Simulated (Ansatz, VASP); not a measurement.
## One calculation of PbSe, two programs

File INCAR:

```
SYSTEM = PbSe
PREC = Accurate
ENCUT = 520
EDIFF = 1E-7
ISMEAR = 0
SIGMA = 0.012
LREAL = .False.
LASPH = .True.
NELM = 100
ALGO = Normal
ISIF = 2
LWAVE = .False.
LCHARG = .False.
GGA = PE
NBANDS = 17
```

Contents of KPOINTS:

```
regular mesh
0
Gamma
  8 8 8
  0 0 0
```

POSCAR

```
PbSe
1.0
    0.0000000000      3.0606500000      3.0606500000
    3.0606500000      0.0000000000      3.0606500000
    3.0606500000      3.0606500000      0.0000000000
Pb Se
1 1
Direct
    0.0000000000      0.0000000000      0.0000000000
    0.5000000000      0.5000000000      0.5000000000
```

input.yaml

```yaml
crystal:
  lattice:
    - [0.0, 3.06065, 3.06065]
    - [3.06065, 0.0, 3.06065]
    - [3.06065, 3.06065, 0.0]
  atoms:
    - { symbol: Pb, position: [0.0, 0.0, 0.0] }
    - { symbol: Se, position: [0.5, 0.5, 0.5] }
kpoints:
  mp_grid: { grid: [8, 8, 8] }
scf:
  occupations: { method: gaussian, width: 0.012 }
hamiltonian:
  xc: pbe
  pseudopotentials: { kind: all_electron, lapw: { basis_error: 0.001 } }
output:
  forces: true
  stress: true
  eigenvalues: true
```

Alike in both runs: task single point; functional PBE; k mesh 8 × 8 × 8; occupations gaussian, width 0.012 eV; no spin polarisation.

```csv
,VASP,Ansatz
version,VASP 6.6.1,Ansatz 0.2.0
potentials or method,"VASP PAW PBE potentials, release 64 (Pb_d, Se), cutoff 520 eV","all-electron LAPW, scalar-relativistic"
```

VASP gave:

```
gap on the k mesh at the Fermi level (eV) : 0.29
least direct gap on the mesh (eV)         : 0.29
pressure (GPa)                            : 2.4
```

Q: Which values does Ansatz return?

A: gap on the k mesh at the Fermi level (eV): 0.28; least direct gap on the mesh (eV): 0.28; pressure (GPa): 2.4.

Ansatz ran all-electron here, and VASP with PAW potentials.

Spin-orbit coupling is off throughout.
